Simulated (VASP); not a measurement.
# Ag (Fm-3m) in VASP: further runs

Ag is run at these levels: LDA; tasks: single point.

Everything below comes from runs of VASP 6.6.1. Logs are shortened: lines on timing, memory, paths and dates and some standing lists are left out, and cuts for length are marked.

### Step 1. The cell of the first run

Symmetry: Fm-3m, No. 225, cubic system. The conventional cell has a = 3.519 Å, b = 3.519 Å, c = 3.519 Å, α = 90.00°, β = 90.00°, γ = 90.00°. Within 3.3 Å of Ag (site symmetry m-3m) lie 12 Ag at 2.49 Å.

### Step 2. Single point, LDA (10.89 Å³/atom)

Input file INCAR:

```
SYSTEM = Ag
ALGO     = Normal         ! electronic algorithm
EDIFF    = 1E-6           ! SCF threshold, eV
ENCUT    = 520            ! plane-wave cutoff, eV
GGA      = CA             ! functional
ISIF     = 2              ! what is computed and relaxed
ISMEAR   = -1             ! smearing method
LASPH    = .TRUE.         ! aspherical terms in the spheres
LCHARG   = .FALSE.        ! write CHGCAR
LREAL    = .FALSE.        ! projectors in reciprocal space
LWAVE    = .FALSE.        ! write WAVECAR
NBANDS   = 12             ! bands
NELM     = 80             ! most SCF steps
PREC     = Accurate       ! precision mode
SIGMA    = 0.05           ! smearing width, eV
```

Input file KPOINTS:

```
k-points
0
G
  18 18 18
  0 0 0
```

Input file POSCAR:

```
Ag
1.0
    0.0000000000      1.7595228285      1.7595228285
    1.7595228285      0.0000000000      1.7595228285
    1.7595228285      1.7595228285      0.0000000000
Ag
1
Direct
    0.0000000000      0.0000000000      0.0000000000
```

Potentials or basis: VASP PAW LDA potentials, release 64 (Ag).

Started as:

```sh
> cat potpaw_LDA.64/Ag/POTCAR > POTCAR
> mpirun -np 1 vasp_std > vasp.out
```

OUTCAR:

```text
SYSTEM = Ag
   EDIFF = 1E-6
   ENCUT = 520
   GGA = CA
   ISIF = 2
   ISMEAR = -1
   LASPH = .TRUE.
   LREAL = .FALSE.
   NELM = 80
   PREC = Accurate

 ion  position               nearest neighbor table
   1  0.000  0.000  0.000-

  LATTYP: Found a face centered cubic cell.
 ALAT       =     3.5190456570

  Lattice vectors:

 A1 = (   0.0000000000,   1.7595228285,   1.7595228285)
 A2 = (   1.7595228285,   0.0000000000,   1.7595228285)
 A3 = (   1.7595228285,   1.7595228285,   0.0000000000)

Analysis of symmetry for initial positions (statically):
=====================================================================
 Subroutine PRICEL returns:
 Original cell was already a primitive cell.

 Routine SETGRP: Setting up the symmetry group for a
 face centered cubic supercell.

 Subroutine GETGRP returns: Found 48 space group operations
 (whereof 48 operations were pure point group operations)
 out of a pool of 48 trial point group operations.

The static configuration has the point symmetry O_h .

Analysis of symmetry for dynamics (positions and initial velocities):
=====================================================================
 Subroutine PRICEL returns:
 Original cell was already a primitive cell.

 Routine SETGRP: Setting up the symmetry group for a
 face centered cubic supercell.

 Subroutine GETGRP returns: Found 48 space group operations
 (whereof 48 operations were pure point group operations)
 out of a pool of 48 trial point group operations.

The dynamic configuration has the point symmetry O_h .

 Subroutine INISYM returns: Found 48 space group operations
 (whereof 48 operations are pure point group operations),
 and found     1 'primitive' translations

----------------------------------------------------------------------------------------

                                     Primitive cell

  volume of cell :      10.8947

  direct lattice vectors                    reciprocal lattice vectors
     0.000000000  1.759522828  1.759522828    -0.284167953  0.284167953  0.284167953
     1.759522828  0.000000000  1.759522828     0.284167953 -0.284167953  0.284167953
     1.759522828  1.759522828  0.000000000     0.284167953  0.284167953 -0.284167953

  length of vectors
     2.488341047  2.488341047  2.488341047     0.492193332  0.492193332  0.492193332

  position of ions in fractional coordinates (direct lattice)
     0.000000000  0.000000000  0.000000000

  ion indices of the primitive-cell ions
   primitive index   ion index
                 1           1

----------------------------------------------------------------------------------------

 KPOINTS: k-points

Automatic generation of k-mesh.
 Grid dimensions read from file:
 generate k-points for:   18   18   18

 Generating k-lattice:

  Cartesian coordinates                     Fractional coordinates (reciprocal lattice)
    -0.015787108  0.015787108  0.015787108     0.055555556  0.000000000  0.000000000
     0.015787108 -0.015787108  0.015787108     0.000000000  0.055555556  0.000000000
     0.015787108  0.015787108 -0.015787108     0.000000000  0.000000000  0.055555556

  Length of vectors
     0.027344074  0.027344074  0.027344074

  Shift w.r.t. Gamma in fractional coordinates (k-lattice)
     0.000000000  0.000000000  0.000000000

 Subroutine IBZKPT returns following result:
 ===========================================

 Found    195 irreducible k-points:

 Following reciprocal coordinates:
            Coordinates               Weight
  0.000000  0.000000  0.000000      1.000000
  0.055556  0.000000  0.000000      8.000000
  0.111111  0.000000  0.000000      8.000000
  0.166667  0.000000  0.000000      8.000000
  0.222222  0.000000  0.000000      8.000000
  0.277778  0.000000  0.000000      8.000000
[... 16 lines left out ...]
 -0.277778  0.055556  0.000000     24.000000
 -0.222222  0.055556  0.000000     24.000000
 [... further k-points ...]
   k-points           NKPTS =    195   k-points in BZ     NKDIM =    195   number of bands    NBANDS=     12
   number of dos      NEDOS =    301   number of ions     NIONS =      1
   total plane-waves  NPLWV =   8000
   dimension x,y,z NGX =    20 NGY =   20 NGZ =   20
   dimension x,y,z NGXF=    40 NGYF=   40 NGZF=   40
   ions per type =               1
   NGX,Y,Z   is equivalent  to a cutoff of  13.36, 13.36, 13.36 a.u.
   NGXF,Y,Z  is equivalent  to a cutoff of  26.72, 26.72, 26.72 a.u.
 SYSTEM =  Ag
   PREC   = accura    normal or accurate (medium, high low for compatibility)
   ISTART =      0    job   : 0-new  1-cont  2-samecut
   ICHARG =      2    charge: 1-file 2-atom 10-const
   ISPIN  =      1    spin polarized calculation?
   LNONCOLLINEAR =      F non collinear calculations
   LSORBIT =      F    spin-orbit coupling
   LASPH  =      T    aspherical Exc in radial PAW
   ENCUT  =  520.0 eV  38.22 Ry    6.18 a.u.   4.63  4.63  4.63*2*pi/ulx,y,z
   NELM   =     80;   NELMIN=  2; NELMDL= -5     # of ELM steps
   EDIFF  = 0.1E-05   stopping-criterion for ELM
   LREAL  =      F    real-space projection
   EDIFFG = 0.1E-04   stopping-criterion for IOM
   NSW    =      0    number of steps for IOM
   IBRION =     -1    ionic relax: 0-MD 1-quasi-New 2-CG
   NFREE  =      0    steps in history (QN), initial steepest desc. (CG)
   ISIF   =      2    stress and relaxation
   ISYM   =      2    0-nonsym 1-usesym 2-fastsym
   POTIM  = 0.5000    time-step for ionic-motion
   TEBEG  =    0.0;   TEEND  =   0.0 temperature during run
   PSTRESS=    0.0 pullay stress
   NELECT =      11.0000    total number of electrons
   NUPDOWN=      -1.0000    fix difference up-down
   EMIN   =  10.00;   EMAX   =-10.00  energy-range for DOS
   EFERMI =   0.00;   METHOD = LEGACY
   ISMEAR =    -1;   SIGMA  =   0.05  broadening in eV -4-tet -1-fermi 0-gaus
   EFERMI_NEDOS =   21; number of points for ismear=-14 and -15
   IALGO  =     38    algorithm
   IMIX   =      4    mixing-type and parameters
     AMIX     =   0.40;   BMIX     =  1.00
     AMIX_MAG =   1.60;   BMIX_MAG =  1.00
  volume/ion in A,a.u.               =      10.89        73.52
  Fermi-wavevector in a.u.,A,eV,Ry     =   1.642357  3.103604 36.699478  2.697336
  Thomas-Fermi vector in A             =   2.732673
   LORBIT       =      0    0 simple, 1 ext, 2 COOP (PROOUT), +10 PAW based schemes
   GGA     = CA    functional components
   LHFCALC =     F    Hartree Fock is set to
   AEXX    =    0.0000 exact exchange contribution
   IVDW    =     0    specifies the selected vdW correction
   LEPSILON=     F    determine dielectric tensor
   LRPA    =     F    only Hartree local field effects (RPA)
 non-spin polarized calculation
  energy-cutoff  :      520.00
  volume of cell :       10.89
 maximum number of plane-waves:       304
   NGX =  9   NGY =  9   NGZ =  9

 number of electron      11.0000003 magnetization

 Free energy of the ion-electron system (eV)
  ---------------------------------------------------
  ext. energy  EPLUGINS =         0.00000000
  ---------------------------------------------------
  free energy    TOTEN  =        -2.12794229 eV

  energy without entropy =       -2.12599114  energy(sigma->0) =       -2.12696671

 E-fermi :  16.7001     XC(G=0): -15.4096

 val. band max:       16.6868513774   @ k =  -0.4444   0.1111   0.0000
 cond. band min:      16.7024853861   @ k =  -0.2222   0.2778   0.1111
 fundamental gap:      0.0156340087
 Fermi energy:        16.7000622410

 k-point     1 :       0.0000    0.0000    0.0000
  band No.  band energies     occupation
      1       4.5754      2.00000
      2       9.2221      2.00000
      3       9.2221      2.00000
      4       9.2221      2.00000
      5      11.5006      2.00000
      6      11.5006      2.00000
      7      32.2929      0.00000
      8      38.6177      0.00000
      9      38.6177      0.00000
     10      38.6177      0.00000
     11      45.1936      0.00000
     12      51.2478      0.00000

 k-point     2 :       0.0556    0.0000    0.0000
  band No.  band energies     occupation
      1       4.7186      2.00000
      2       9.1649      2.00000
      3       9.2769      2.00000
      4       9.2769      2.00000
      5      11.4713      2.00000
      6      11.4713      2.00000
      7      32.4910      0.00000
      8      37.7929      0.00000
      9      38.8221      0.00000
     10      38.8221      0.00000
     11      46.0570      0.00000
     12      50.3459      0.00000

 k-point     3 :       0.1111    0.0000    0.0000
  band No.  band energies     occupation
      1       5.1257      2.00000
      2       9.0281      2.00000
      3       9.4199      2.00000
      4       9.4199      2.00000
      5      11.4093      2.00000
      6      11.4093      2.00000
      7      33.0143      0.00000
      8      36.0822      0.00000
      9      39.4154      0.00000
     10      39.4154      0.00000
     11      46.7122      0.00000
     12      49.5347      0.00000

 k-point     4 :       0.1667    0.0000    0.0000
  band No.  band energies     occupation
      1       5.7071      2.00000
      2       8.9300      2.00000
      3       9.5793      2.00000
      4       9.5793      2.00000
      5      11.3956      2.00000
      6      11.3956      2.00000
      7      33.5356      0.00000
      8      34.2720      0.00000
      9      40.3344      0.00000
     10      40.3344      0.00000
     11      45.2355      0.00000
     12      47.6631      0.00000

 k-point     5 :       0.2222    0.0000    0.0000
  band No.  band energies     occupation
      1       6.2376      2.00000
      2       9.1248      2.00000
      3       9.6448      2.00000
      4       9.6448      2.00000
      5      11.5459      2.00000
      6      11.5459      2.00000
      7      32.0774      0.00000
      8      34.0786      0.00000
      9      41.4418      0.00000
     10      41.4418      0.00000
     11      44.1498      0.00000
     12      45.6122      0.00000
[... 228 lines left out ...]
      1       6.2841      2.00000
      2       9.1749      2.00000
      3       9.3043      2.00000
      4      12.0346      2.00000
      5      12.7271      2.00000
      6      14.2734      2.00000
      7      25.1772      0.00000
      8      32.2623      0.00000
      9      38.2232      0.00000
     10      39.7418      0.00000
     11      45.7113      0.00000
     12      46.5433      0.00000

 k-point    22 :      -0.3333    0.0556    0.0000
  band No.  band energies     occupation
      1       6.4324      2.00000
      2       9.3248      2.00000
      3       9.4367      2.00000
      4      11.1172      2.00000
      5      12.2394      2.00000
      6      13.3534      2.00000
      7      27.2230      0.00000
      8      32.8808      0.00000
      9      38.9871      0.00000
     10      41.3166      0.00000
     11      44.3054      0.00000
     12      45.6348      0.00000

 k-point    23 :      -0.2778    0.0556    0.0000
  band No.  band energies     occupation
      1       6.5541      2.00000
      2       9.4610      2.00000
      3       9.5971      2.00000
      4      10.0375      2.00000
      5      11.7248      2.00000
      6      12.6368      2.00000
      7      29.3974      0.00000
      8      33.6208      0.00000
      9      39.9183      0.00000
     10      42.8526      0.00000
     11      43.2965      0.00000
     12      44.3784      0.00000

 k-point    24 :      -0.2222    0.0556    0.0000
  band No.  band energies     occupation
      1       6.4712      2.00000
      2       9.0842      2.00000
      3       9.6942      2.00000
      4       9.7136      2.00000
      5      11.3107      2.00000
      6      12.0887      2.00000
      7      31.4911      0.00000
      8      34.1280      0.00000
      9      40.1997      0.00000
     10      42.4646      0.00000
     11      42.9151      0.00000
     12      45.6084      0.00000

 [... further k-points ...]

------------------------ aborting loop because EDIFF is reached ----------------------------------------

  FORCE on cell =-STRESS in cart. coord.  units (eV):
  Direction    XX          YY          ZZ          XY          YZ          ZX
  --------------------------------------------------------------------------------------
  -------------------------------------------------------------------------------------
  Total       10.5654801     10.5654801     10.5654801      0.0000000      0.0000000     -0.0000000
  in kB     1553.7641834   1553.7641834   1553.7641834      0.0000000      0.0000000     -0.0000000
  external PRESSURE =    1553.7641834 kB  Pullay stress =       0.0000000 kB

 VOLUME and BASIS-vectors are now :
 -----------------------------------------------------------------------------
  energy-cutoff  :      520.00
  volume of cell :       10.89
      direct lattice vectors                 reciprocal lattice vectors
     0.000000000  1.759522828  1.759522828    -0.284167953  0.284167953  0.284167953
     1.759522828  0.000000000  1.759522828     0.284167953 -0.284167953  0.284167953
     1.759522828  1.759522828  0.000000000     0.284167953  0.284167953 -0.284167953

 POSITION                                       TOTAL-FORCE (eV/Angst)
 -----------------------------------------------------------------------------------
      0.00000      0.00000      0.00000         0.000000      0.000000      0.000000
 -----------------------------------------------------------------------------------
    total drift:                                0.000000     -0.000000      0.000000

  FREE ENERGIE OF THE ION-ELECTRON SYSTEM (eV)
  ---------------------------------------------------
  free  energy   TOTEN  =        -2.1279422883 eV

  energy  without entropy=       -2.1259911374  energy(sigma->0) =       -2.12696671
```

Wall time 7.9 s (1 thread of Intel Xeon 6975P-C (Granite Rapids), shared host); peak memory 0.13 GiB.

Results:

| Item | Value |
| --- | --- |
| Free energy | -2.1279 eV |
| Pressure | 155.4 GPa |
| Band gap on the k mesh | zero (an odd number of electrons rules out a gap without spin polarisation) |

Levels at points of the mesh, in eV from the Fermi level:
| k point | band 4 | band 5 | band 6 | band 7 | band 8 | band 9 |
| --- | --- | --- | --- | --- | --- | --- |
| (0.00, 0.00, 0.00) | -7.48 | -5.20 | -5.20 | 15.59 | 21.92 | 21.92 |
| (0.50, 0.00, 0.00) | -3.47 | -3.47 | -2.14 | 6.67 | 14.98 | 21.79 |
| (0.50, 0.50, 0.00) | -3.00 | -3.00 | 0.85 | 10.90 | 12.50 | 12.50 |

Caveat: the cell stands under pressure.

### Step 3. Single point, LDA (12.50 Å³/atom)

This run uses another cell than the first one, of 12.50 Å³/atom.

Input file INCAR:

```
PREC = Accurate
ENCUT = 520
EDIFF = 1E-7
ISMEAR = -1
SIGMA = 0.05
LREAL = False
LASPH = True
NELM = 80
ALGO = Normal
ISIF = 2
LWAVE = False
LCHARG = False
NBANDS = 12
```

Input file KPOINTS:

```
regular mesh
0
Gamma
  18 18 18
```

Input file POSCAR:

```
Ag
1.0
    0.0000000000      1.8418607896      1.8418607896
    1.8418607896      0.0000000000      1.8418607896
    1.8418607896      1.8418607896      0.0000000000
Ag
1
Direct
    0.0000000000      0.0000000000      0.0000000000
```

Potentials or basis: VASP PAW LDA potentials, release 64 (Ag).

Started as:

```sh
> cat potpaw_LDA.64/Ag/POTCAR > POTCAR
> mpirun -np 1 vasp_std > vasp.out
```

Wall time 8.8 s (1 thread of Intel Xeon 6975P-C (Granite Rapids), shared host); peak memory 0.14 GiB.

Results (log left out):

```yaml
Free_energy: -3.2000 eV
Pressure: 68.9 GPa
Band_gap_on_the_k_mesh: zero (an odd number of electrons rules out a gap without spin polarisation)
```

Levels at points of the mesh, in eV from the Fermi level:
| k point | band 3 | band 4 | band 5 | band 6 | band 7 | band 8 | band 9 | band 10 |
| --- | --- | --- | --- | --- | --- | --- | --- | --- |
| (0.00, 0.00, 0.00) | -6.35 | -6.35 | -4.54 | -4.54 | 16.11 | 21.52 | 21.52 | 21.52 |
| (0.50, 0.00, 0.00) | -6.40 | -3.17 | -3.17 | -1.48 | 5.61 | 15.43 | 20.76 | 20.76 |
| (0.50, 0.50, 0.00) | -3.21 | -2.80 | -2.80 | 1.15 | 9.51 | 12.03 | 12.03 | 21.46 |

Caveat: the cell stands under pressure.

(Part 1 of 2 ends here.)

The gap in the log of VASP goes by the Fermi energy; the results here count the filled bands.